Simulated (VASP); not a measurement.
SiC, 4 atoms in the cell. The structure is hexagonal, space group P6_3mc (No. 186). The conventional cell has a = 3.014 Å, b = 3.014 Å, c = 5.341 Å, α = 90.00°, β = 90.00°, γ = 120.00°. Within 2.4 Å of Si (site symmetry 3m) lie 4 C at 1.84 to 2.09 Å. Within 2.4 Å of C (site symmetry 3m) lie 4 Si at 1.84 to 2.09 Å.  This cell differs from its parent crystal: c/a of the conventional cell at fixed volume 1.7722.

| Property | Result |
| --- | --- |
| Program | VASP 6.6.1 |
| Task | single point |
| Functional | PBE |
| Potentials or basis | VASP PAW PBE potentials, release 64 (Si, C) |
| Cutoff | 520 eV |
| k mesh | 12 × 12 × 6 |
| Occupations | gaussian, width 0.05 eV |
| Spin | no spin polarisation |
| Dipole correction | no |
| Further INCAR settings | ALGO = Normal; EDIFF = 1e-06; NBANDS = 16 |

Potentials or basis: VASP PAW PBE potentials, release 64 (Si, C).

Launch:

```console
$ cat potpaw_PBE.64/Si/POTCAR potpaw_PBE.64/C/POTCAR > POTCAR
$ mpirun -np 1 vasp_std > vasp.out
```

Hardware: 1 thread of Intel Xeon 6975P-C, with other jobs on the host.

Estimate the wall time of this run.

It took 29 s on 1 thread of Intel Xeon 6975P-C, with other jobs on the host, peak memory 0.18 GiB. Counts: scf iterations 12, k points 76.
